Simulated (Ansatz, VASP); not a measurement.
# Sb: VASP beside Ansatz

```
Sb
1.0
    -2.44030    2.44030    2.44030
     2.44030   -2.44030    2.44030
     2.44030    2.44030   -2.44030
Sb
1
Direct
  0.00000 0.00000 0.00000
```

Alike in both runs: task relaxation of cell and atoms; functional r2SCAN; k mesh 5 × 5 × 5; no spin polarisation.

|  | VASP | Ansatz |
| --- | --- | --- |
| version | VASP 6.6.1 | Ansatz 0.2.0 |
| potentials or method | VASP PAW PBE potentials, release 64 (Sb), cutoff 550 eV | PAW plane waves |
| occupations | fermi-dirac, width 0.1 eV | fermi-dirac |
| valence electrons in the cell | 5 | 15 |

Ansatz gave:

- gap on the k mesh at the Fermi level, each at its own relaxed structure (eV): none
- relaxed volume (Å³/atom): 26.64
- relaxed cell length with the largest relative difference (Å): 3.259

**Question.** Which values does VASP return?

**Answer.** gap on the k mesh at the Fermi level, each at its own relaxed structure (eV): none; relaxed volume (Å³/atom): 26.60; relaxed cell length with the largest relative difference (Å): 3.257.

VASP's potentials were made for PBE, not for r2SCAN. A gap of «none» marks a metal or a gap that the smearing closes. VASP's potentials hold 5 valence electrons a cell and Ansatz's 15, so a difference there can come from the potentials and not from the codes.

The k mesh is coarse, so the values compare programs but aren't converged. Spin-orbit coupling is off throughout. Noted on VASP's run: the volume moved by over 15 % at a fixed basis, so the end points are rough.
